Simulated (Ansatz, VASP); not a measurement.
# One calculation of Ti, two programs

File INCAR:

```
PREC = Accurate ; ENCUT = 520
EDIFF = 1E-6 ; ISMEAR = -1
SIGMA = 0.08 ; LREAL = False
LASPH = True ; NELM = 80
ALGO = Normal ; ISIF = 2
LWAVE = False ; LCHARG = False
GGA = PS ; NBANDS = 19
```

The input KPOINTS:

```
Automatic mesh
0
Gamma
  13 13 7
```

The input POSCAR:

```
Ti
1.0
    2.9499978604      0.0000000000      0.0000000000
   -1.4749989302      2.5547730882      0.0000000000
    0.0000000000      0.0000000000      4.5922800000
Ti
2
Direct
    0.3333333333      0.6666666667      0.2500000000
    0.6666666667      0.3333333333      0.7500000000
```

Input for Ansatz:

```yaml
crystal:
  lattice:
    - [2.9499978604, 0.0, 0.0]
    - [-1.4749989302, 2.5547730882, 0.0]
    - [0.0, 0.0, 4.59228]
  atoms:
    - { symbol: Ti, position: [0.3333333333, 0.6666666667, 0.25] }
    - { symbol: Ti, position: [0.6666666667, 0.3333333333, 0.75] }
kpoints:
  mp_grid: { grid: [13, 13, 7] }
  band_path:
    path:
      - [0.0, 0.0, 0.0]
      - [0.5, 0.0, 0.0]
      - [0.3333333333, 0.3333333333, 0.0]
      - [0.0, 0.0, 0.0]
      - [0.0, 0.0, 0.5]
      - [0.5, 0.0, 0.5]
      - [0.3333333333, 0.3333333333, 0.5]
      - [0.0, 0.0, 0.5]
      - [0.5, 0.0, 0.5]
    npoints: 5
scf:
  occupations: { method: fermi_dirac, width: 0.08 }
hamiltonian:
  xc: pbesol
  pseudopotentials: { kind: all_electron, lapw: { basis_error: 0.0005 } }
output:
  forces: true
  stress: true
  eigenvalues: true
```

Change from the starting cell: zz strain of -2 %.

Alike in both runs: task single point; functional PBEsol; k mesh 13 × 13 × 7; occupations fermi-dirac, width 0.08 eV; no spin polarisation.

|  | VASP | Ansatz |
| --- | --- | --- |
| version | VASP 6.6.1 | Ansatz 0.2.0 |
| potentials or method | VASP PAW PBE potentials, release 64 (Ti_sv), cutoff 520 eV | all-electron LAPW, scalar-relativistic |

```csv
,VASP,Ansatz,Ansatz less VASP
pressure (GPa),-3.9,-3.7,+0.19
"traceless stress, the component that is largest in VASP (GPa)",1.15,1.16,+0.009
```

VASP's potentials were made for PBE, not for PBEsol. Ansatz ran all-electron here, and VASP with PAW potentials.
